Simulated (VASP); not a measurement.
Input of a VASP 6.6.1 run:

File INCAR:

```
SYSTEM = W
  ALGO = Fast
  EDIFF = 1E-6
  ENCUT = 520
  GGA = CA
  ISIF = 2
  ISMEAR = 0
  LASPH = .TRUE.
  LCHARG = .TRUE.
  LELF = .TRUE.
  LREAL = .FALSE.
  LVHAR = .TRUE.
  LWAVE = .FALSE.
  NBANDS = 13
  NELM = 100
  PREC = Accurate
  SIGMA = 0.1
```

The input KPOINTS:

```
k-points
0
G
  16 16 16
  0 0 0
```

File POSCAR:

```
W
1.0
   -1.5674691639      1.5674691639      1.5674691639
    1.5674691639     -1.5674691639      1.5674691639
    1.5674691639      1.5674691639     -1.5674691639
W
1
Direct
    0.0000000000      0.0000000000      0.0000000000
```

Potentials or basis: VASP PAW LDA potentials, release 64 (W_sv).

Run with:

```sh
$ cat potpaw_LDA.64/W_sv/POTCAR > POTCAR
$ mpirun -np 1 vasp_std > vasp.out
```

Q: What does it give for the band gap on the k mesh?

A: Zero (band 7 reaches 17.10 eV, above the bottom of band 8 at 10.43 eV).

Q: What does it give for the pressure?

A: 1.9 GPa.

Caveat: spin-orbit coupling is left out, which moves the levels of the heavy elements.
